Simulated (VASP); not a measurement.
# AlRu (Pm-3m) in VASP: further runs

Runs on AlRu. Level: PBE. Tasks: single point.

Everything below comes from runs of VASP 6.6.1. Logs are shortened: lines on timing, memory, paths and dates and some standing lists are left out, and cuts for length are marked.

### Step 1. The cell of the first run

The structure is cubic, space group Pm-3m (No. 221). Conventional cell: a = 2.992 Å, b = 2.992 Å, c = 2.992 Å, α = 90.00°, β = 90.00°, γ = 90.00°. Within 3.4 Å of Al (site symmetry m-3m) lie 8 Ru at 2.59 Å and 6 Al at 2.99 Å. Within 3.4 Å of Ru (site symmetry m-3m) lie 8 Al at 2.59 Å and 6 Ru at 2.99 Å.

### Step 2. Single point, PBE

Input file INCAR:

```
PREC = Accurate
ENCUT = 520
EDIFF = 1E-7
ISMEAR = 1
SIGMA = 0.15
LREAL = F
LASPH = T
NELM = 100
ALGO = Normal
ISIF = 2
LWAVE = F
LCHARG = F
GGA = PE
NBANDS = 16
```

Input file KPOINTS:

```
Automatic mesh
0
Gamma
  8 8 8
```

Input file POSCAR:

```
AlRu
1.0
    2.9916000000      0.0000000000      0.0000000000
    0.0000000000      2.9916000000      0.0000000000
    0.0000000000      0.0000000000      2.9916000000
Al Ru
1 1
Direct
    0.0000000000      0.0000000000      0.0000000000
    0.5000000000      0.5000000000      0.5000000000
```

Potentials or basis: VASP PAW PBE potentials, release 64 (Al, Ru_pv).

Launch:

```console
cat potpaw_PBE.64/Al/POTCAR potpaw_PBE.64/Ru_pv/POTCAR > POTCAR
mpirun -np 1 vasp_std > vasp.out
```

OUTCAR:

```text
PREC = Accurate
   ENCUT = 520
   EDIFF = 1E-7
   ISMEAR = 1
   LREAL = F
   LASPH = T
   NELM = 100
   ISIF = 2
   GGA = PE

 ion  position               nearest neighbor table
   1  0.000  0.000  0.000-   2 2.59   2 2.59   2 2.59   2 2.59   2 2.59   2 2.59   2 2.59   2 2.59

   2  0.500  0.500  0.500-   1 2.59   1 2.59   1 2.59   1 2.59   1 2.59   1 2.59   1 2.59   1 2.59

  LATTYP: Found a simple cubic cell.
 ALAT       =     2.9916000000

  Lattice vectors:

 A1 = (   2.9916000000,   0.0000000000,   0.0000000000)
 A2 = (   0.0000000000,   2.9916000000,   0.0000000000)
 A3 = (   0.0000000000,   0.0000000000,   2.9916000000)

Analysis of symmetry for initial positions (statically):
=====================================================================
 Subroutine PRICEL returns:
 Original cell was already a primitive cell.

 Routine SETGRP: Setting up the symmetry group for a
 simple cubic supercell.

 Subroutine GETGRP returns: Found 48 space group operations
 (whereof 48 operations were pure point group operations)
 out of a pool of 48 trial point group operations.

The static configuration has the point symmetry O_h .

Analysis of symmetry for dynamics (positions and initial velocities):
=====================================================================
 Subroutine PRICEL returns:
 Original cell was already a primitive cell.

 Routine SETGRP: Setting up the symmetry group for a
 simple cubic supercell.

 Subroutine GETGRP returns: Found 48 space group operations
 (whereof 48 operations were pure point group operations)
 out of a pool of 48 trial point group operations.

The dynamic configuration has the point symmetry O_h .

 Subroutine INISYM returns: Found 48 space group operations
 (whereof 48 operations are pure point group operations),
 and found     1 'primitive' translations

----------------------------------------------------------------------------------------

                                     Primitive cell

  volume of cell :      26.7738

  direct lattice vectors                    reciprocal lattice vectors
     2.991600000  0.000000000  0.000000000     0.334269287  0.000000000  0.000000000
     0.000000000  2.991600000  0.000000000     0.000000000  0.334269287  0.000000000
[... 77 lines left out ...]
   ISTART =      0    job   : 0-new  1-cont  2-samecut
   ICHARG =      2    charge: 1-file 2-atom 10-const
   ISPIN  =      1    spin polarized calculation?
   LNONCOLLINEAR =      F non collinear calculations
   LSORBIT =      F    spin-orbit coupling
   LASPH  =      T    aspherical Exc in radial PAW
   ENCUT  =  520.0 eV  38.22 Ry    6.18 a.u.   5.56  5.56  5.56*2*pi/ulx,y,z
   NELM   =    100;   NELMIN=  2; NELMDL= -5     # of ELM steps
   EDIFF  = 0.1E-06   stopping-criterion for ELM
   LREAL  =      F    real-space projection
   EDIFFG = 0.1E-05   stopping-criterion for IOM
   NSW    =      0    number of steps for IOM
   IBRION =     -1    ionic relax: 0-MD 1-quasi-New 2-CG
   NFREE  =      0    steps in history (QN), initial steepest desc. (CG)
   ISIF   =      2    stress and relaxation
   ISYM   =      2    0-nonsym 1-usesym 2-fastsym
   POTIM  = 0.5000    time-step for ionic-motion
   TEBEG  =    0.0;   TEEND  =   0.0 temperature during run
   PSTRESS=    0.0 pullay stress
   NELECT =      17.0000    total number of electrons
   NUPDOWN=      -1.0000    fix difference up-down
   EMIN   =  10.00;   EMAX   =-10.00  energy-range for DOS
   EFERMI =   0.00;   METHOD = LEGACY
   ISMEAR =     1;   SIGMA  =   0.15  broadening in eV -4-tet -1-fermi 0-gaus
   EFERMI_NEDOS =   21; number of points for ismear=-14 and -15
   IALGO  =     38    algorithm
   IMIX   =      4    mixing-type and parameters
     AMIX     =   0.40;   BMIX     =  1.00
     AMIX_MAG =   1.60;   BMIX_MAG =  1.00
  volume/ion in A,a.u.               =      13.39        90.34
  Fermi-wavevector in a.u.,A,eV,Ry     =   1.407087  2.659009 26.938090  1.979894
  Thomas-Fermi vector in A             =   2.529382
   LORBIT       =      0    0 simple, 1 ext, 2 COOP (PROOUT), +10 PAW based schemes
   GGA     = PE    functional components
   LHFCALC =     F    Hartree Fock is set to
   AEXX    =    0.0000 exact exchange contribution
   IVDW    =     0    specifies the selected vdW correction
   LEPSILON=     F    determine dielectric tensor
   LRPA    =     F    only Hartree local field effects (RPA)
 non-spin polarized calculation
 Methfessel and Paxton  Order N= 1 SIGMA  =   0.15
  energy-cutoff  :      520.00
  volume of cell :       26.77
 maximum number of plane-waves:       739
 NGX is ok and might be reduce to    24
   NGX = 11   NGY = 11   NGZ = 11

 number of electron      16.9999995 magnetization

 Free energy of the ion-electron system (eV)
  ---------------------------------------------------
  ext. energy  EPLUGINS =         0.00000000
  ---------------------------------------------------
  free energy    TOTEN  =       -14.21873313 eV

  energy without entropy =      -14.21463881  energy(sigma->0) =      -14.21736835

 E-fermi :  10.7856     XC(G=0): -12.5637

 val. band max:       10.7408638581   @ k =   0.2500   0.1250   0.0000
 cond. band min:      10.8268196072   @ k =   0.5000   0.3750   0.2500
 fundamental gap:      0.0859557491
 Fermi energy:        10.7856150497

 k-point     1 :       0.0000    0.0000    0.0000
  band No.  band energies     occupation
      1     -31.0182      2.00000
      2     -31.0182      2.00000
      3     -31.0182      2.00000
      4       1.0413      2.00000
      5       7.1634      2.00000
      6       7.1634      2.00000
[... 433 lines left out ...]
      3     -31.0140      2.00000
      4       4.9256      2.00000
      5       7.3027      2.00000
      6       8.0635      2.00000
[... 8 lines left out ...]
     15      23.7037      0.00000
     16      24.0315      0.00000

 [... further k-points ...]
[... 5 lines left out ...]
  --------------------------------------------------------------------------------------
  -------------------------------------------------------------------------------------
  Total        0.4777106      0.4777106      0.4777106     -0.0000000     -0.0000000     -0.0000000
  in kB       28.5867554     28.5867554     28.5867554     -0.0000000     -0.0000000     -0.0000000
  external PRESSURE =      28.5867554 kB  Pullay stress =       0.0000000 kB

 VOLUME and BASIS-vectors are now :
 -----------------------------------------------------------------------------
  energy-cutoff  :      520.00
  volume of cell :       26.77
      direct lattice vectors                 reciprocal lattice vectors
     2.991600000  0.000000000  0.000000000     0.334269287  0.000000000  0.000000000
     0.000000000  2.991600000  0.000000000     0.000000000  0.334269287  0.000000000
     0.000000000  0.000000000  2.991600000     0.000000000  0.000000000  0.334269287

 POSITION                                       TOTAL-FORCE (eV/Angst)
 -----------------------------------------------------------------------------------
      0.00000      0.00000      0.00000         0.000000      0.000000      0.000000
      1.49580      1.49580      1.49580         0.000000      0.000000      0.000000
 -----------------------------------------------------------------------------------
    total drift:                                0.000000     -0.000000     -0.000000

  FREE ENERGIE OF THE ION-ELECTRON SYSTEM (eV)
  ---------------------------------------------------
  free  energy   TOTEN  =       -14.2187331258 eV

  energy  without entropy=      -14.2146388101  energy(sigma->0) =      -14.21736835
```

stdout:

```text
POSCAR found type information on POSCAR AlRu
 POSCAR found :  2 types and       2 ions
 scaLAPACK will be used
 LDA part: xc-table for (Slater+PW92), standard interpolation
 POSCAR, INCAR and KPOINTS ok, starting setup
 FFT: planning ... GRIDC
 FFT: planning ... GRID_SOFT
 FFT: planning ... GRID
 WAVECAR not read
 entering main loop
```

It used 14 s of CPU time on 1 thread of AMD EPYC 7R13 Processor (Zen 3), on a shared host.

What came out:

- Free energy: -14.2187 eV
- Pressure: 2.9 GPa

### Step 3. Single point, PBE

Input file INCAR:

```
SYSTEM = AlRu
ALGO = Normal ; EDIFF = 1E-7
ENCUT = 520 ; GGA = PE
ISIF = 2 ; ISMEAR = 1
LASPH = .True. ; LCHARG = .True.
LELF = .True. ; LREAL = .False.
LVHAR = .True. ; LWAVE = .False.
NBANDS = 16 ; NELM = 100
PREC = Accurate ; SIGMA = 0.15
```

Input file KPOINTS:

```
k-points
0
Gamma
  8 8 8
  0 0 0
```

POSCAR is that of step 2.

Potentials or basis: VASP PAW PBE potentials, release 64 (Al, Ru_pv).

Launch:

```console
cat potpaw_PBE.64/Al/POTCAR potpaw_PBE.64/Ru_pv/POTCAR > POTCAR
mpirun -np 1 vasp_std > vasp.out
```

OUTCAR:

```text
SYSTEM = AlRu
   EDIFF = 1E-7
   ENCUT = 520
   GGA = PE
   ISIF = 2
   ISMEAR = 1
   LASPH = .True.
   LREAL = .False.
   NELM = 100
   PREC = Accurate

 ion  position               nearest neighbor table
   1  0.000  0.000  0.000-   2 2.59   2 2.59   2 2.59   2 2.59   2 2.59   2 2.59   2 2.59   2 2.59

   2  0.500  0.500  0.500-   1 2.59   1 2.59   1 2.59   1 2.59   1 2.59   1 2.59   1 2.59   1 2.59

  LATTYP: Found a simple cubic cell.
 ALAT       =     2.9916000000

  Lattice vectors:

 A1 = (   2.9916000000,   0.0000000000,   0.0000000000)
 A2 = (   0.0000000000,   2.9916000000,   0.0000000000)
 A3 = (   0.0000000000,   0.0000000000,   2.9916000000)

Analysis of symmetry for initial positions (statically):
=====================================================================
 Subroutine PRICEL returns:
 Original cell was already a primitive cell.

 Routine SETGRP: Setting up the symmetry group for a
 simple cubic supercell.

 Subroutine GETGRP returns: Found 48 space group operations
 (whereof 48 operations were pure point group operations)
 out of a pool of 48 trial point group operations.

The static configuration has the point symmetry O_h .

[... 156 lines left out ...]
  ---------------------------------------------------
  free energy    TOTEN  =       -14.21873313 eV

  energy without entropy =      -14.21463881  energy(sigma->0) =      -14.21736835

 E-fermi :  10.7856     XC(G=0): -12.5637

 val. band max:       10.7408638581   @ k =   0.2500   0.1250   0.0000
 cond. band min:      10.8268196072   @ k =   0.5000   0.3750   0.2500
 fundamental gap:      0.0859557491
 Fermi energy:        10.7856150497

 k-point     1 :       0.0000    0.0000    0.0000
  band No.  band energies     occupation
      1     -31.0182      2.00000
      2     -31.0182      2.00000
      3     -31.0182      2.00000
      4       1.0413      2.00000
      5       7.1634      2.00000
      6       7.1634      2.00000
[... 433 lines left out ...]
      3     -31.0140      2.00000
      4       4.9256      2.00000
      5       7.3027      2.00000
      6       8.0635      2.00000
[... 8 lines left out ...]
     15      23.7037      0.00000
     16      24.0315      0.00000

 [... further k-points ...]
[... 5 lines left out ...]
  --------------------------------------------------------------------------------------
  -------------------------------------------------------------------------------------
  Total        0.4777106      0.4777106      0.4777106     -0.0000000     -0.0000000     -0.0000000
  in kB       28.5867554     28.5867554     28.5867554     -0.0000000     -0.0000000     -0.0000000
  external PRESSURE =      28.5867554 kB  Pullay stress =       0.0000000 kB

 VOLUME and BASIS-vectors are now :
 -----------------------------------------------------------------------------
  energy-cutoff  :      520.00
  volume of cell :       26.77
      direct lattice vectors                 reciprocal lattice vectors
     2.991600000  0.000000000  0.000000000     0.334269287  0.000000000  0.000000000
     0.000000000  2.991600000  0.000000000     0.000000000  0.334269287  0.000000000
     0.000000000  0.000000000  2.991600000     0.000000000  0.000000000  0.334269287

 POSITION                                       TOTAL-FORCE (eV/Angst)
 -----------------------------------------------------------------------------------
      0.00000      0.00000      0.00000         0.000000      0.000000      0.000000
      1.49580      1.49580      1.49580         0.000000      0.000000      0.000000
 -----------------------------------------------------------------------------------
    total drift:                                0.000000     -0.000000     -0.000000

  FREE ENERGIE OF THE ION-ELECTRON SYSTEM (eV)
  ---------------------------------------------------
  free  energy   TOTEN  =       -14.2187331258 eV

  energy  without entropy=      -14.2146388101  energy(sigma->0) =      -14.21736835
```

OSZICAR:

```text
N       E                     dE             d eps       ncg     rms          rms(c)
DAV:   1     0.116078879827E+03    0.11608E+03   -0.92089E+03  1152   0.988E+02
DAV:   2    -0.129672287631E+02   -0.12905E+03   -0.12322E+03  1360   0.293E+02
DAV:   3    -0.148813279538E+02   -0.19141E+01   -0.19091E+01  1368   0.368E+01
DAV:   4    -0.148961238123E+02   -0.14796E-01   -0.14755E-01  1456   0.339E+00
DAV:   5    -0.148963366499E+02   -0.21284E-03   -0.21282E-03  1272   0.387E-01    0.123E+01
DAV:   6    -0.143218110366E+02    0.57453E+00   -0.23788E+00  1240   0.166E+01    0.250E+00
DAV:   7    -0.142341143102E+02    0.87697E-01   -0.21658E-01  1160   0.517E+00    0.216E+00
DAV:   8    -0.142189041902E+02    0.15210E-01   -0.16698E-02  1352   0.105E+00    0.208E-01
DAV:   9    -0.142187412238E+02    0.16297E-03   -0.27532E-04  1384   0.134E-01    0.132E-01
DAV:  10    -0.142187347053E+02    0.65185E-05   -0.24054E-05  1272   0.536E-02    0.511E-03
DAV:  11    -0.142187336537E+02    0.10516E-05   -0.65637E-07  1448   0.706E-03    0.467E-03
DAV:  12    -0.142187331281E+02    0.52561E-06   -0.10453E-07   880   0.361E-03    0.210E-04
DAV:  13    -0.142187331258E+02    0.23417E-08   -0.35939E-09   696   0.580E-04
   1 F= -.14218733E+02 E0= -.14217368E+02  d E =-.409432E-02
```

It used 17 s of CPU time on 1 thread of AMD EPYC 7R13 Processor (Zen 3), with other jobs on the host.

Results:

- Free energy: -14.2187 eV
- Pressure: 2.9 GPa
